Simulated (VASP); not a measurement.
A run of VASP 6.6.1 is set up as follows.

Contents of INCAR:

```
SYSTEM = BN
PREC = Accurate ; ENCUT = 520
EDIFF = 1E-7 ; ISMEAR = 0
SIGMA = 0.05 ; LREAL = .False.
LASPH = .True. ; NELM = 80
ALGO = Normal ; ISIF = 2
LWAVE = .False. ; LCHARG = .False.
GGA = PE ; NBANDS = 26
```

KPOINTS

```
Automatic mesh
0
Gamma
  6 6 10
  0 0 0
```

POSCAR

```
BN
1.0
    4.4559000000      0.0000000000      0.0000000000
    0.0000000000      4.4559000000      0.0000000000
    0.0000000000      0.0000000000      2.3198000000
B N
4 4
Direct
    0.1742811368      0.8257188632      0.5000000000
    0.3257188632      0.3257188632      0.0000000000
    0.6742811368      0.6742811368      0.0000000000
    0.8257188632      0.1742811368      0.5000000000
    0.8126115048      0.8126115048      0.5000000000
    0.3126115048      0.6873884952      0.0000000000
    0.6873884952      0.3126115048      0.0000000000
    0.1873884952      0.1873884952      0.5000000000
```

Potentials or basis: VASP PAW PBE potentials, release 64 (B, N).

Run with:

```bash
$ cat potpaw_PBE.64/B/POTCAR potpaw_PBE.64/N/POTCAR > POTCAR
$ mpirun -np 1 vasp_std > vasp.out
```

(1) Predict the largest force.

(2) Predict the pressure.

Answers

(1) 1.120 eV/Å.

(2) 40.8 GPa.

Caveat: forces of over 1 eV/Å act on the atoms, so gaps and moduli don't describe the material at rest.
